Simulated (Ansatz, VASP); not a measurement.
## One calculation of Sn3Ge2, two programs

INCAR

```
SYSTEM = Sn3Ge2
PREC     = Accurate       ! precision mode
ENCUT    = 520            ! plane-wave cutoff, eV
EDIFF    = 1E-6           ! SCF threshold, eV
ISMEAR   = 0              ! smearing method
SIGMA    = 0.1            ! smearing width, eV
LREAL    = .False.        ! projectors in reciprocal space
LASPH    = .True.         ! aspherical terms in the spheres
NELM     = 100            ! most SCF steps
ALGO     = Fast           ! electronic algorithm
ISIF     = 2              ! what is computed and relaxed
LWAVE    = .False.        ! write WAVECAR
LCHARG   = .False.        ! write CHGCAR
GGA      = PE             ! functional
NBANDS   = 43             ! bands
```

KPOINTS

```
Automatic mesh
0
Gamma
  8 8 8
  0 0 0
```

File POSCAR:

```
Sn3Ge2
1.0
   -1.6312914200      1.6312914200     11.5349722300
    1.6312914200     -1.6312914200     11.5349722300
    1.6312914200      1.6312914200    -11.5349722300
Sn Ge
3 2
Direct
    0.8000000000      0.8000000000      0.0000000000
    0.0000000000      0.0000000000      0.0000000000
    0.2000000000      0.2000000000      0.0000000000
    0.4000000000      0.4000000000      0.0000000000
    0.6000000000      0.6000000000      0.0000000000
```

Input for Ansatz:

```yaml
crystal:
  lattice:
    - [-1.63129142, 1.63129142, 11.53497223]
    - [1.63129142, -1.63129142, 11.53497223]
    - [1.63129142, 1.63129142, -11.53497223]
  atoms:
    - { symbol: Sn, position: [0.8, 0.8, 0.0] }
    - { symbol: Sn, position: [0.0, 0.0, 0.0] }
    - { symbol: Sn, position: [0.2, 0.2, 0.0] }
    - { symbol: Ge, position: [0.4, 0.4, 0.0] }
    - { symbol: Ge, position: [0.6, 0.6, 0.0] }
basis:
  ecutwfc: 420
kpoints:
  mp_grid: { grid: [8, 8, 8] }
hamiltonian:
  xc: pbe
scf:
  occupations: { method: gaussian, width: 0.1 }
  lower_state_search: "off"
output:
  forces: true
  stress: true
  eigenvalues: true
```

Alike in both runs: task single point; functional PBE; k mesh 8 × 8 × 8; occupations gaussian, width 0.1 eV; no spin polarisation.

```csv
,VASP,Ansatz
version,VASP 6.6.1,Ansatz 0.2.0
potentials or method,"VASP PAW PBE potentials, release 64 (Sn_d, Ge_d), cutoff 520 eV","scalar-relativistic, plane waves, PAW"
valence electrons in the cell,70,70
```

Ansatz gave:

```
gap on the k mesh at the Fermi level (eV)                     : none
pressure (GPa)                                                : 0.4
traceless stress, the component that is largest in VASP (GPa) : -0.27
rms of the force components (eV/Å)                            : 0.255
```

Q: What did VASP give for the same quantities?

A: gap on the k mesh at the Fermi level (eV): none; pressure (GPa): 0.3; traceless stress, the component that is largest in VASP (GPa): -0.27; rms of the force components (eV/Å): 0.255.

Atom by atom the forces differ by 0.000 eV/Å (rms over components). A gap of «none» marks a metal or a gap that the smearing closes.
